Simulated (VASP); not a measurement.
# W13C12 in VASP: single point with r2SCAN

Aim: the single point of W13C12 with r2SCAN.

All numbers are computed with VASP 6.6.1; they aren't measurements. Logs are shortened: lines on timing, memory, paths and dates and some standing lists are left out, and cuts for length are marked.

## Step 1: The cell of the first run

The cell holds a slab with vacuum, 25 atoms: a = 5.797 Å, b = 5.797 Å, c = 19.072 Å, α = 90.00°, β = 90.00°, γ = 120.00°.

## Step 2: Single point, r2SCAN

POSCAR reads:

```
W13C12
1.0
    5.7968000000      0.0000000000      0.0000000000
   -2.8984000000      5.0201760000      0.0000000000
    0.0000000000      0.0000000000     19.0720000000
W C
13 12
Direct
    0.0000000000      0.0000000000      0.0524328859
   -0.0041170008      0.0035656120      0.2005295721
    0.0010917745      0.0062547608      0.3498898909
    0.0000011952      0.5000023904      0.0524328859
   -0.0027094950      0.4937874688      0.2002674077
   -0.0049620576      0.5009784518      0.3507707634
    0.5000000000      0.0000000000      0.0524328859
    0.5012886201     -0.0014939715      0.2002044883
    0.4997278554      0.0050795032      0.3526216443
    0.5000011952      0.5000023904      0.0524328859
    0.4911702550      0.4969347688      0.1992606963
    0.4931552064      0.4981100264      0.3437028104
    0.5073149256      0.5090060588      0.4758494128
    0.3333337317      0.1666674635      0.1265939597
    0.3315257338      0.1721254394      0.2721528943
    0.3289369258      0.1815075806      0.4172189597
    0.3333349269      0.6666698538      0.1265939597
    0.3310235872      0.6638412677      0.2722839765
    0.3481620285      0.6683431019      0.4159081376
    0.8333337317      0.1666674635      0.1265939597
    0.8275599811      0.1720258413      0.2753355705
    0.8323996173      0.1704920306      0.4133808725
    0.8333349269      0.6666698538      0.1265939597
    0.8218370569      0.6644786956      0.2721109480
    0.8247238176      0.6641799013      0.4194630872
```

INCAR.step1 reads:

```
SYSTEM = W13C12
PREC     = Accurate       ! precision mode
ENCUT    = 520            ! plane-wave cutoff, eV
ISMEAR   = -1             ! smearing method
SIGMA    = 0.05           ! smearing width, eV
LREAL    = Auto         
LASPH    = .TRUE.         ! aspherical terms in the spheres
NELM     = 60             ! most SCF steps
NBANDS   = 133            ! bands
GGA      = PE             ! functional
ALGO     = Normal         ! electronic algorithm
EDIFF    = 1E-4           ! SCF threshold, eV
LWAVE    = .TRUE.         ! write WAVECAR
LCHARG   = .FALSE.        ! write CHGCAR
```

INCAR.step2 reads:

```
SYSTEM = W13C12
PREC     = Accurate       ! precision mode
ENCUT    = 520            ! plane-wave cutoff, eV
EDIFF    = 1E-6           ! SCF threshold, eV
ISMEAR   = -1             ! smearing method
SIGMA    = 0.05           ! smearing width, eV
LREAL    = Auto         
LASPH    = .TRUE.         ! aspherical terms in the spheres
NELM     = 60             ! most SCF steps
ALGO     = Normal         ! electronic algorithm
ISIF     = 2              ! what is computed and relaxed
LWAVE    = .FALSE.        ! write WAVECAR
LCHARG   = .FALSE.        ! write CHGCAR
METAGGA  = R2SCAN         ! meta-GGA
LMIXTAU  = .TRUE.       
NBANDS   = 133            ! bands
ISTART   = 1
```

KPOINTS reads:

```
regular mesh
0
G
  2 2 1
  0 0 0
```

Potentials or basis: VASP PAW PBE potentials, release 64 (W_sv, C).

Command:

```sh
> cat potpaw_PBE.64/W_sv/POTCAR potpaw_PBE.64/C/POTCAR > POTCAR
> cp INCAR.step1 INCAR
> mpirun -np 1 vasp_std > vasp.out
> cp INCAR.step2 INCAR
> mpirun -np 1 vasp_std > vasp.out
```

OUTCAR:

```text
SYSTEM = W13C12
   PREC = Accurate
   ENCUT = 520
   EDIFF = 1E-6
   ISMEAR = -1
   LREAL = Auto
   LASPH = .TRUE.
   NELM = 60
   ISIF = 2
   METAGGA = R2SCAN
   ISTART = 1

 ion  position               nearest neighbor table
   1  0.000  0.000  0.052-  23 2.19  14 2.19  20 2.19   2 2.82  10 2.90   4 2.90   7 2.90   7 2.90
                            10 2.90   4 2.90
   2  0.996  0.004  0.201-  20 2.16  15 2.17  24 2.18  23 2.20  14 2.20  21 2.21   1 2.82   5 2.84
                             3 2.85   8 2.85  11 2.87  11 2.93   8 2.94   5 2.96
   3  0.001  0.006  0.350-  22 2.06  16 2.09  25 2.17  21 2.22  15 2.22  24 2.27   2 2.85  12 2.85
                             6 2.89   9 2.89   9 2.90   6 2.91  12 2.95
   4  0.000  0.500  0.052-  17 2.19  23 2.19  20 2.19   5 2.82   7 2.90   1 2.90  10 2.90  10 2.90
                             1 2.90   7 2.90
   5  0.997  0.494  0.200-  21 2.16  20 2.16  18 2.17  17 2.20  23 2.20  24 2.21   4 2.82   2 2.84
                            11 2.85   6 2.87   8 2.87   8 2.92  11 2.94   2 2.96
   6  0.995  0.501  0.351-  22 2.04  25 2.13  19 2.17  21 2.19  18 2.26  24 2.26   5 2.87   9 2.87
                             3 2.89  12 2.90  12 2.90   3 2.91   9 2.92
   7  0.500  0.000  0.052-  17 2.19  20 2.19  14 2.19   8 2.82  10 2.90   4 2.90   1 2.90   1 2.90
                             4 2.90  10 2.90
   8  0.501  0.999  0.200-  18 2.17  21 2.18  17 2.18  20 2.18  14 2.20  15 2.20   7 2.82   2 2.85
                             5 2.87  11 2.88   9 2.91  11 2.92   5 2.92   2 2.94
   9  0.500  0.005  0.353-  22 2.03  19 2.08  16 2.13  21 2.21  15 2.28  18 2.30   6 2.87  12 2.88
                             3 2.89   3 2.90   8 2.91   6 2.92  12 2.92
  10  0.500  0.500  0.052-  17 2.19  23 2.19  14 2.19  11 2.80   1 2.90   7 2.90   4 2.90   4 2.90
                             7 2.90   1 2.90
  11  0.491  0.497  0.199-  15 2.14  17 2.15  18 2.15  14 2.16  24 2.16  23 2.21  12 2.75  10 2.80
                             5 2.85   2 2.87   8 2.88   8 2.92   2 2.93   5 2.94
  12  0.493  0.498  0.344-  19 2.10  16 2.12  15 2.13  18 2.14  24 2.14  25 2.20  13 2.52  11 2.75
                             3 2.85   9 2.88   6 2.90   6 2.90   9 2.92   3 2.95
  13  0.507  0.509  0.476-  25 1.92  19 1.97  16 1.99  12 2.52
  14  0.333  0.167  0.127-  11 2.16   1 2.19   7 2.19  10 2.19   8 2.20   2 2.20
  15  0.332  0.172  0.272-  12 2.13  11 2.14   2 2.17   8 2.20   3 2.22   9 2.28
  16  0.329  0.182  0.417-  13 1.99   3 2.09  12 2.12   9 2.13
  17  0.333  0.667  0.127-  11 2.15   8 2.18   7 2.19  10 2.19   4 2.19   5 2.20
  18  0.331  0.664  0.272-  12 2.14  11 2.15   5 2.17   8 2.17   6 2.26   9 2.30
  19  0.348  0.668  0.416-  13 1.97   9 2.08  12 2.10   6 2.17
  20  0.833  0.167  0.127-   2 2.16   5 2.16   8 2.18   7 2.19   1 2.19   4 2.19
  21  0.828  0.172  0.275-   5 2.16   8 2.18   6 2.19   9 2.21   2 2.21   3 2.22
  22  0.832  0.170  0.413-   9 2.03   6 2.04   3 2.06
  23  0.833  0.667  0.127-   1 2.19   4 2.19  10 2.19   5 2.20   2 2.20  11 2.21
  24  0.822  0.664  0.272-  12 2.14  11 2.16   2 2.18   5 2.21   6 2.26   3 2.27
  25  0.825  0.664  0.419-  13 1.92   6 2.13   3 2.17  12 2.20

  LATTYP: Found a hexagonal cell.
 ALAT       =     5.7968000000
[... 175 lines left out ...]
   EFERMI_NEDOS =   21; number of points for ismear=-14 and -15
   IALGO  =     38    algorithm
   IMIX   =      4    mixing-type and parameters
     AMIX     =   0.40;   BMIX     =  1.00
     AMIX_MAG =   1.60;   BMIX_MAG =  1.00
  volume/ion in A,a.u.               =      22.20       149.82
  Fermi-wavevector in a.u.,A,eV,Ry     =   1.220533  2.306473 20.268618  1.489701
  Thomas-Fermi vector in A             =   2.355747
   LORBIT       =      0    0 simple, 1 ext, 2 COOP (PROOUT), +10 PAW based schemes
   METAGGA = R2SCAN    functional components
   LHFCALC =     F    Hartree Fock is set to
   AEXX    =    0.0000 exact exchange contribution
   IVDW    =     0    specifies the selected vdW correction
   LEPSILON=     F    determine dielectric tensor
   LRPA    =     F    only Hartree local field effects (RPA)
 non-spin polarized calculation
  energy-cutoff  :      520.00
  volume of cell :      555.01
 maximum number of plane-waves:     14963
 NGX is ok and might be reduce to    48
   NGX = 21   NGY = 21   NGZ = 71

 number of electron     229.9999994 magnetization

 Free energy of the ion-electron system (eV)
  ---------------------------------------------------
  ext. energy  EPLUGINS =         0.00000000
  ---------------------------------------------------
  free energy    TOTEN  =      -773.01734567 eV

  energy without entropy =     -772.92405923  energy(sigma->0) =     -772.97070245

 E-fermi :   3.3698     XC(G=0):  -8.2773

 val. band max:        3.3610186417   @ k =   0.0000   0.5000   0.0000
 cond. band min:       3.3934119516   @ k =   0.5000   0.5000   0.0000
 fundamental gap:      0.0323933099
 Fermi energy:         3.3697933604

 k-point     1 :       0.0000    0.0000    0.0000
  band No.  band energies     occupation
      1     -73.1147      2.00000
      2     -72.9312      2.00000
      3     -72.9074      2.00000
      4     -72.8730      2.00000
      5     -72.8652      2.00000
      6     -72.8481      2.00000
[... 509 lines left out ...]
    126       4.7669      0.00000
    127       4.8247      0.00000
 [bands above 127 left out]

------------------------ aborting loop because EDIFF is reached ----------------------------------------

  FORCE on cell =-STRESS in cart. coord.  units (eV):
  Direction    XX          YY          ZZ          XY          YZ          ZX
  --------------------------------------------------------------------------------------
  -------------------------------------------------------------------------------------
  Total        1.5469822      1.8816887      1.1844082     -0.1946725     -1.7075480      0.0098971
  in kB        4.4657294      5.4319386      3.4190739     -0.5619682     -4.9292405      0.0285703
  external PRESSURE =       4.4389140 kB  Pullay stress =       0.0000000 kB

 VOLUME and BASIS-vectors are now :
 -----------------------------------------------------------------------------
  energy-cutoff  :      520.00
  volume of cell :      555.01
      direct lattice vectors                 reciprocal lattice vectors
     5.796800000  0.000000000  0.000000000     0.172508970  0.099598102  0.000000000
    -2.898400000  5.020176000  0.000000000     0.000000000  0.199196203  0.000000000
     0.000000000  0.000000000 19.072000000     0.000000000  0.000000000  0.052432886

 POSITION                                       TOTAL-FORCE (eV/Angst)
 -----------------------------------------------------------------------------------
      0.00000      0.00000      1.00000         0.043053     -0.069721      0.788830
      5.76260      0.01790      3.82450         0.805754     -1.060132      0.184421
     -0.01180      0.03140      6.67310        -0.885452     -0.667122      0.698730
     -1.44920      2.51010      1.00000        -0.061928      0.090142      0.764435
      4.34990      2.47890      3.81950        -0.988676      1.441761      0.289299
      4.31600      2.51500      6.68990         0.326483      0.033423      0.576541
[... 17 lines left out ...]
      2.83810      3.33580      5.18970         0.840186      0.339993     -0.287112
      2.85570      3.33430      8.00000        -0.504133     -0.088203      0.005042
 -----------------------------------------------------------------------------------
    total drift:                               -0.012491     -0.005700      0.047161

  FREE ENERGIE OF THE ION-ELECTRON SYSTEM (eV)
  ---------------------------------------------------
  free  energy   TOTEN  =      -773.0173456749 eV

  energy  without entropy=     -772.9240592267  energy(sigma->0) =     -772.97070245
```

Wall time 42 min (1 thread of Intel Xeon 6975P-C (Granite Rapids), shared host); peak memory 0.85 GiB.

Results:

```
Free energy            : -773.0173 eV
Largest force          : 1.772 eV/Å
Band gap on the k mesh : zero (band 115 reaches 3.46 eV, above the bottom of band 116 at 3.35 eV)
```

Forces in eV/Å, atoms in the order of the input:
```
W    0.043 -0.070  0.789
W    0.806 -1.060  0.184
W   -0.885 -0.667  0.699
W   -0.062  0.090  0.764
W   -0.989  1.442  0.289
W    0.326  0.033  0.577
W   -0.087 -0.045  0.866
W   -1.200  0.178  0.463
W    0.392  0.167 -0.317
W   -0.014 -0.013  0.633
W    1.191  0.476 -0.156
W    0.840  0.801  0.052
W   -0.492 -0.413 -0.958
C   -0.064 -0.358 -1.098
C    0.027 -0.820 -0.383
C    0.576  0.618  1.114
C   -0.318  0.030 -1.228
C   -0.618  0.335 -0.220
C   -0.224 -0.557  1.303
C   -0.048 -0.056 -1.208
C    0.517 -0.398 -0.256
C   -0.125 -0.026 -0.629
C    0.072  0.061 -0.998
C    0.840  0.340 -0.287
C   -0.504 -0.088  0.005
```

Levels at points of the mesh, in eV from the Fermi level:
| k point | band 111 | band 112 | band 113 | band 114 | band 115 | band 116 | band 117 | band 118 | band 119 | band 120 |
| --- | --- | --- | --- | --- | --- | --- | --- | --- | --- | --- |
| (0.00, 0.00, 0.00) | -0.30 | -0.23 | -0.13 | 0.04 | 0.09 | 0.10 | 0.60 | 0.66 | 0.72 | 1.21 |
| (0.50, 0.00, 0.00) | -1.46 | -1.18 | -1.08 | -0.66 | -0.47 | -0.02 | 0.59 | 0.69 | 0.98 | 1.00 |
| (0.00, 0.50, 0.00) | -1.46 | -1.18 | -0.95 | -0.73 | -0.55 | -0.01 | 0.56 | 0.74 | 0.98 | 1.02 |
| (0.50, 0.50, 0.00) | -1.45 | -1.15 | -1.09 | -0.61 | -0.56 | 0.02 | 0.55 | 0.72 | 0.97 | 0.99 |

Caveat: the k points lie up to 0.63 Å⁻¹ apart; the PAW data sets were made with another functional, which shifts forces and pressure a little; spin-orbit coupling is left out, which moves the levels of the heavy elements.
